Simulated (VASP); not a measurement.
# Be2CdS2 (I4/mmm) in VASP: notebook, part 2 of 2

VASP 6.6.1. Earlier steps stand in the parts before.

**3. Single point, PBE**

This run uses another cell than the first one, of 22.05 Å³/atom, 1.380 times its volume.

INCAR

```
SYSTEM = Be2CdS2
PREC = Accurate
ENCUT = 520
EDIFF = 1E-6
ISMEAR = 0
SIGMA = 0.1
LREAL = .FALSE.
LASPH = .TRUE.
NELM = 100
ALGO = Normal
ISIF = 2
LWAVE = .FALSE.
LCHARG = .TRUE.
GGA = PE
LELF = .TRUE.
LVHAR = .TRUE.
NBANDS = 22
```

KPOINTS

```
Automatic mesh
0
G
  6 6 6
  0 0 0
```

POSCAR

```
Be2CdS2
1.0
   -1.7274052017      1.7274052017      9.2375512731
    1.7274052017     -1.7274052017      9.2375512731
    1.7274052017      1.7274052017     -9.2375512731
Be Cd S
2 1 2
Direct
    0.2500000000      0.7500000000      0.5000000000
    0.7500000000      0.2500000000      0.5000000000
    0.0000000000      0.0000000000      0.0000000000
    0.6835378946      0.6835378946      0.0000000000
    0.3164621054      0.3164621054      0.0000000000
```

Potentials or basis: VASP PAW PBE potentials, release 64 (Be, Cd, S).

The run is started by

```
$ cat potpaw_PBE.64/Be/POTCAR potpaw_PBE.64/Cd/POTCAR potpaw_PBE.64/S/POTCAR > POTCAR
$ mpirun -np 1 vasp_std > vasp.out
```

OUTCAR:

```text
SYSTEM = Be2CdS2
   PREC = Accurate
   ENCUT = 520
   EDIFF = 1E-6
   ISMEAR = 0
   LREAL = .FALSE.
   LASPH = .TRUE.
   NELM = 100
   ISIF = 2
   GGA = PE

 ion  position               nearest neighbor table
   1  0.250  0.750  0.500-   5 2.12   4 2.12   5 2.12   4 2.12
   2  0.750  0.250  0.500-   5 2.12   4 2.12   5 2.12   4 2.12
   3  0.000  0.000  0.000-
   4  0.684  0.684  0.000-   1 2.12   2 2.12   1 2.12   2 2.12
   5  0.316  0.316  0.000-   1 2.12   2 2.12   1 2.12   2 2.12

  LATTYP: Found a body centered tetragonal cell.
 ALAT       =     3.4548104034
 C/A-ratio  =     5.3476458587

  Lattice vectors:

 A1 = (  -1.7274052017,   1.7274052017,   9.2375512731)
 A2 = (   1.7274052017,  -1.7274052017,   9.2375512731)
 A3 = (   1.7274052017,   1.7274052017,  -9.2375512731)

Analysis of symmetry for initial positions (statically):
=====================================================================
 Subroutine PRICEL returns:
 Original cell was already a primitive cell.

 Routine SETGRP: Setting up the symmetry group for a
 body centered tetragonal supercell.

 Subroutine GETGRP returns: Found 16 space group operations
 (whereof 16 operations were pure point group operations)
 out of a pool of 16 trial point group operations.

The static configuration has the point symmetry D_4h.

Analysis of symmetry for dynamics (positions and initial velocities):
=====================================================================
 Subroutine PRICEL returns:
 Original cell was already a primitive cell.

 Routine SETGRP: Setting up the symmetry group for a
 body centered tetragonal supercell.

 Subroutine GETGRP returns: Found 16 space group operations
 (whereof 16 operations were pure point group operations)
 out of a pool of 16 trial point group operations.

The dynamic configuration has the point symmetry D_4h.
[... 122 lines left out ...]
   IALGO  =     38    algorithm
   IMIX   =      4    mixing-type and parameters
     AMIX     =   0.40;   BMIX     =  1.00
     AMIX_MAG =   1.60;   BMIX_MAG =  1.00
  volume/ion in A,a.u.               =      22.05       148.81
  Fermi-wavevector in a.u.,A,eV,Ry     =   1.036714  1.959106 14.623222  1.074776
  Thomas-Fermi vector in A             =   2.171118
   LORBIT       =      0    0 simple, 1 ext, 2 COOP (PROOUT), +10 PAW based schemes
   GGA     = PE    functional components
   LHFCALC =     F    Hartree Fock is set to
   AEXX    =    0.0000 exact exchange contribution
   IVDW    =     0    specifies the selected vdW correction
   LEPSILON=     F    determine dielectric tensor
   LRPA    =     F    only Hartree local field effects (RPA)
 non-spin polarized calculation
 Gauss-broadening in eV      SIGMA  =   0.10
  energy-cutoff  :      520.00
  volume of cell :      110.26
 maximum number of plane-waves:      2997
   NGX = 35   NGY = 35   NGZ = 35

 number of electron      27.9999996 magnetization

 Free energy of the ion-electron system (eV)
  ---------------------------------------------------
  ext. energy  EPLUGINS =         0.00000000
  ---------------------------------------------------
  free energy    TOTEN  =       -19.68970473 eV

  energy without entropy =      -19.68657253  energy(sigma->0) =      -19.68813863

 E-fermi :   3.3030     XC(G=0):  -8.3297

 val. band max:        3.2981421548   @ k =   0.5000  -0.0000   0.0000
 cond. band min:       3.3053978233   @ k =  -0.1667   0.3333   0.1667
 fundamental gap:      0.0072556685
 Fermi energy:         3.3029725157

 k-point     1 :       0.0000    0.0000    0.0000
  band No.  band energies     occupation
      1     -13.2441      2.00000
      2     -11.6162      2.00000
      3      -5.4167      2.00000
      4      -5.2895      2.00000
      5      -5.0381      2.00000
      6      -5.0381      2.00000
[... 589 lines left out ...]
     21       8.0201      0.00000
     22       8.5346      0.00000

 [... further k-points ...]

------------------------ aborting loop because EDIFF is reached ----------------------------------------

  FORCE on cell =-STRESS in cart. coord.  units (eV):
  Direction    XX          YY          ZZ          XY          YZ          ZX
  --------------------------------------------------------------------------------------
  -------------------------------------------------------------------------------------
  Total       -0.0118634     -0.0118634      0.1909970      0.0000000      0.0000000      0.0000000
  in kB       -0.1723904     -0.1723904      2.7754396      0.0000000      0.0000000      0.0000000
  external PRESSURE =       0.8102196 kB  Pullay stress =       0.0000000 kB

 VOLUME and BASIS-vectors are now :
 -----------------------------------------------------------------------------
  energy-cutoff  :      520.00
  volume of cell :      110.26
      direct lattice vectors                 reciprocal lattice vectors
    -1.727405202  1.727405202  9.237551273     0.000000000  0.289451485  0.054126898
     1.727405202 -1.727405202  9.237551273     0.289451485  0.000000000  0.054126898
     1.727405202  1.727405202 -9.237551273     0.289451485  0.289451485  0.000000000

 POSITION                                       TOTAL-FORCE (eV/Angst)
 -----------------------------------------------------------------------------------
      1.72741      0.00000      4.61878        -0.000000     -0.000000     -0.000000
      0.00000      1.72741      4.61878        -0.000000     -0.000000     -0.000000
      0.00000      0.00000      0.00000        -0.000000     -0.000000     -0.000000
      0.00000      0.00000     12.62843        -0.000000     -0.000000     -0.007362
      0.00000      0.00000      5.84667         0.000000      0.000000      0.007362
 -----------------------------------------------------------------------------------
    total drift:                                0.000000     -0.000000      0.000000

  FREE ENERGIE OF THE ION-ELECTRON SYSTEM (eV)
  ---------------------------------------------------
  free  energy   TOTEN  =       -19.6897047251 eV

  energy  without entropy=      -19.6865725336  energy(sigma->0) =      -19.68813863
```

stdout:

```text
POSCAR found type information on POSCAR BeCdS
 POSCAR found :  3 types and       5 ions
 scaLAPACK will be used
 LDA part: xc-table for (Slater+PW92), standard interpolation
 POSCAR, INCAR and KPOINTS ok, starting setup
 FFT: planning ... GRIDC
 FFT: planning ... GRID_SOFT
 FFT: planning ... GRID
 WAVECAR not read
 entering main loop
```

Run time: 5.7 min. Hardware: 1 thread of Intel Xeon Platinum 8259CL at 2.50GHz (Skylake/Cascade Lake), shared host; peak memory 0.73 GiB.

Results:

- Free energy: -19.6897 eV
- Pressure: 0.1 GPa
- Largest force: 0.007 eV/Å
- Band gap on the k mesh: zero (band 14 reaches 3.94 eV, above the bottom of band 15 at 3.30 eV)

Forces on the atoms (eV/Å):
```
Be   0.000  0.000  0.000
Be   0.000  0.000  0.000
Cd   0.000  0.000  0.000
S    0.000  0.000 -0.007
S    0.000  0.000  0.007
```

Caveat: the k points lie up to 0.43 Å⁻¹ apart.
